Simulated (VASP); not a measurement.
# TlCl (Pm-3m) in VASP: single point with r2SCAN

Aim: the single point of TlCl with r2SCAN.

All numbers are computed with VASP 6.6.1; they aren't measurements. Logs are shortened: lines on timing, memory, paths and dates and some standing lists are left out, and cuts for length are marked.

### Step 1. The cell of the first run

It takes space group Pm-3m (No. 221, cubic). Conventional cell: a = 3.907 Å, b = 3.907 Å, c = 3.907 Å, α = 90.00°, β = 90.00°, γ = 90.00°. Within 4.4 Å of Tl (site symmetry m-3m) lie 8 Cl at 3.38 Å and 6 Tl at 3.91 Å. Cl (site symmetry m-3m) has 8 Tl at 3.38 Å and 6 Cl at 3.91 Å within 4.4 Å.

### Step 2. Single point, r2SCAN, non-collinear spin, zero start, spin-orbit coupling

File POSCAR:

```
TlCl
1.0
    3.9074880000      0.0000000000      0.0000000000
    0.0000000000      3.9074880000      0.0000000000
    0.0000000000      0.0000000000      3.9074880000
Tl Cl
1 1
Direct
    0.0000000000      0.0000000000      0.0000000000
    0.5000000000      0.5000000000      0.5000000000
```

File INCAR.step1:

```
SYSTEM = TlCl
ALGO = Normal
EDIFF = 1E-5
ENCUT = 550
GGA = PE
GGA_COMPAT = .False.
ISMEAR = -1
LASPH = .True.
LCHARG = .False.
LREAL = .False.
LSORBIT = .True.
LWAVE = .True.
MAGMOM = 0 0 0 0 0 0
NBANDS = 32
NELM = 200
PREC = Accurate
SIGMA = 0.1
```

File INCAR.step2:

```
SYSTEM = TlCl
ALGO = Normal
EDIFF = 1E-6
ENCUT = 550
GGA_COMPAT = .False.
ISIF = 2
ISMEAR = -1
ISTART = 1
LASPH = .True.
LCHARG = .False.
LMIXTAU = .True.
LORBIT = 11
LORBMOM = .True.
LREAL = .False.
LSORBIT = .True.
LWAVE = .False.
MAGMOM = 0 0 0 0 0 0
METAGGA = R2SCAN
NBANDS = 32
NELM = 200
PREC = Accurate
SIGMA = 0.1
```

File KPOINTS:

```
k-points
0
Gamma
  7 7 7
  0 0 0
```

Potentials or basis: VASP PAW PBE potentials, release 64 (Tl_d, Cl).

Launch:

```
> cat potpaw_PBE.64/Tl_d/POTCAR potpaw_PBE.64/Cl/POTCAR > POTCAR
> cp INCAR.step1 INCAR
> mpirun -np 1 vasp_ncl > vasp.out
> cp INCAR.step2 INCAR
> mpirun -np 1 vasp_ncl > vasp.out
```

OUTCAR:

```text
SYSTEM = TlCl
   EDIFF = 1E-6
   ENCUT = 550
   ISIF = 2
   ISMEAR = -1
   ISTART = 1
   LASPH = .True.
   LORBIT = 11
   LREAL = .False.
   LSORBIT = .True.
   METAGGA = R2SCAN
   NELM = 200
   PREC = Accurate

 ion  position               nearest neighbor table
   1  0.000  0.000  0.000-   2 3.38   2 3.38   2 3.38   2 3.38   2 3.38   2 3.38   2 3.38   2 3.38

   2  0.500  0.500  0.500-   1 3.38   1 3.38   1 3.38   1 3.38   1 3.38   1 3.38   1 3.38   1 3.38

  LATTYP: Found a simple cubic cell.
 ALAT       =     3.9074880000

  Lattice vectors:

 A1 = (   3.9074880000,   0.0000000000,   0.0000000000)
 A2 = (   0.0000000000,   3.9074880000,   0.0000000000)
 A3 = (   0.0000000000,   0.0000000000,   3.9074880000)

Analysis of symmetry for initial positions (statically):
=====================================================================
 Subroutine PRICEL returns:
 Original cell was already a primitive cell.

 Routine SETGRP: Setting up the symmetry group for a
 simple cubic supercell.

 Subroutine GETGRP returns: Found 48 space group operations
 (whereof 48 operations were pure point group operations)
 out of a pool of 48 trial point group operations.

The static configuration has the point symmetry O_h .

Analysis of symmetry for dynamics (positions and initial velocities):
=====================================================================
 Subroutine PRICEL returns:
 Original cell was already a primitive cell.

 Routine SETGRP: Setting up the symmetry group for a
 simple cubic supercell.

 Subroutine GETGRP returns: Found 48 space group operations
 (whereof 48 operations were pure point group operations)
 out of a pool of 48 trial point group operations.

The dynamic configuration has the point symmetry O_h .

Analysis of structural, dynamic, and magnetic symmetry:
=====================================================================
 Subroutine PRICEL returns:
 Original cell was already a primitive cell.

 Routine SETGRP: Setting up the symmetry group for a
 simple cubic supercell.

 Subroutine GETGRP returns: Found 48 space group operations
 (whereof 48 operations were pure point group operations)
 out of a pool of 48 trial point group operations.

The overall configuration has the point symmetry O_h .

 Subroutine INISYM returns: Found 48 space group operations
[... 871 lines left out ...]
      0.00000      0.00000      0.00000         0.000000      0.000000      0.000000
      1.95374      1.95374      1.95374         0.000000      0.000000      0.000000
 -----------------------------------------------------------------------------------
    total drift:                               -0.000000      0.000000      0.000000

  FREE ENERGIE OF THE ION-ELECTRON SYSTEM (eV)
  ---------------------------------------------------
  free  energy   TOTEN  =       -61.7041631664 eV

  energy  without entropy=      -61.7041629525  energy(sigma->0) =      -61.70416306

 orbital moment (x)

 # of ion     p       d       tot
 ----------------------------------------
  1        -0.000   0.000   0.000
  2         0.000   0.000   0.000
 ----------------------------------------
           -0.000   0.000   0.000

 orbital moment (y)

 # of ion     p       d       tot
 ----------------------------------------
  1         0.000   0.000   0.000
  2         0.000   0.000   0.000
 ----------------------------------------
            0.000   0.000   0.000

 orbital moment (z)

 # of ion     p       d       tot
 ----------------------------------------
  1        -0.000   0.000  -0.000
  2         0.000   0.000   0.000
 ----------------------------------------
           -0.000   0.000  -0.000

 Spin-Orbit-Coupling matrix elements

 Ion:    1  E_soc:     -0.3352095
 l=   1
     0.0000000    -0.0094540    -0.0094540
    -0.0094540     0.0000000    -0.0094540
    -0.0094540    -0.0094540     0.0000000
 l=   2
     0.0000000    -0.0091929     0.0000000    -0.0091929    -0.0372213
    -0.0091929     0.0000000    -0.0279160    -0.0091929    -0.0093053
     0.0000000    -0.0279160     0.0000000    -0.0279160     0.0000000
    -0.0091929    -0.0091929    -0.0279160     0.0000000    -0.0093053
    -0.0372213    -0.0093053     0.0000000    -0.0093053     0.0000000
 l=   3
     0.0000000     0.0000000     0.0000000     0.0000000     0.0000000     0.0000000     0.0000000
     0.0000000     0.0000000     0.0000000     0.0000000     0.0000000     0.0000000     0.0000000
     0.0000000     0.0000000     0.0000000     0.0000000     0.0000000     0.0000000     0.0000000
     0.0000000     0.0000000     0.0000000     0.0000000     0.0000000     0.0000000     0.0000000
     0.0000000     0.0000000     0.0000000     0.0000000     0.0000000     0.0000000     0.0000000
     0.0000000     0.0000000     0.0000000     0.0000000     0.0000000     0.0000000     0.0000000
     0.0000000     0.0000000     0.0000000     0.0000000     0.0000000     0.0000000     0.0000000

 Ion:    2  E_soc:     -0.0037501
 l=   1
     0.0000000    -0.0006250    -0.0006250
    -0.0006250     0.0000000    -0.0006250
    -0.0006250    -0.0006250     0.0000000
 l=   2
     0.0000000     0.0000000     0.0000000     0.0000000     0.0000000
     0.0000000     0.0000000     0.0000000     0.0000000     0.0000000
     0.0000000     0.0000000     0.0000000     0.0000000     0.0000000
     0.0000000     0.0000000     0.0000000     0.0000000     0.0000000
     0.0000000     0.0000000     0.0000000     0.0000000     0.0000000
 l=   3
     0.0000000     0.0000000     0.0000000     0.0000000     0.0000000     0.0000000     0.0000000
     0.0000000     0.0000000     0.0000000     0.0000000     0.0000000     0.0000000     0.0000000
     0.0000000     0.0000000     0.0000000     0.0000000     0.0000000     0.0000000     0.0000000
     0.0000000     0.0000000     0.0000000     0.0000000     0.0000000     0.0000000     0.0000000
     0.0000000     0.0000000     0.0000000     0.0000000     0.0000000     0.0000000     0.0000000
     0.0000000     0.0000000     0.0000000     0.0000000     0.0000000     0.0000000     0.0000000
     0.0000000     0.0000000     0.0000000     0.0000000     0.0000000     0.0000000     0.0000000

 total charge

# of ion       s       p       d       tot
------------------------------------------
    1        1.319   0.102   9.658  11.079
    2        1.608   3.526   0.000   5.134
--------------------------------------------------
tot          2.927   3.628   9.658  16.213

 magnetization (x)

# of ion       s       p       d       tot
------------------------------------------
    1       -0.000   0.000  -0.000  -0.000
    2        0.000   0.000   0.000   0.000
--------------------------------------------------
tot         -0.000   0.000  -0.000  -0.000

 magnetization (y)

# of ion       s       p       d       tot
------------------------------------------
    1        0.000   0.000   0.000   0.000
    2        0.000  -0.000   0.000  -0.000
--------------------------------------------------
tot          0.000  -0.000   0.000   0.000

 magnetization (z)

# of ion       s       p       d       tot
------------------------------------------
    1        0.000   0.000   0.000   0.000
    2        0.000   0.000   0.000   0.000
--------------------------------------------------
tot          0.000   0.000   0.000   0.000
```

OUTCAR.step1:

```text
SYSTEM = TlCl
   EDIFF = 1E-5
   ENCUT = 550
   GGA = PE
   ISMEAR = -1
[... 982 lines left out ...]
     0.0000000     0.0000000     0.0000000     0.0000000     0.0000000     0.0000000     0.0000000
     0.0000000     0.0000000     0.0000000     0.0000000     0.0000000     0.0000000     0.0000000
     0.0000000     0.0000000     0.0000000     0.0000000     0.0000000     0.0000000     0.0000000
     0.0000000     0.0000000     0.0000000     0.0000000     0.0000000     0.0000000     0.0000000
     0.0000000     0.0000000     0.0000000     0.0000000     0.0000000     0.0000000     0.0000000
     0.0000000     0.0000000     0.0000000     0.0000000     0.0000000     0.0000000     0.0000000

=======================================================================

 ========================================================
```

Wall time 7 min (1 thread of Oxide Virtual Turin-like, shared host); peak memory 0.32 GiB.

What came out:

* Free energy: -61.7042 eV
* Pressure: -1.5 GPa
* Net moment: 0.00 μB per cell
* Valence electrons inside the program's atomic spheres: Tl 11.08; Cl 5.13

Moments on the atoms (μB; x, y, z):
```
Tl  0.00 0.00 0.00
Cl  0.00 0.00 0.00
```

Caveat: the PAW data sets were made with another functional, which shifts forces and pressure a little.
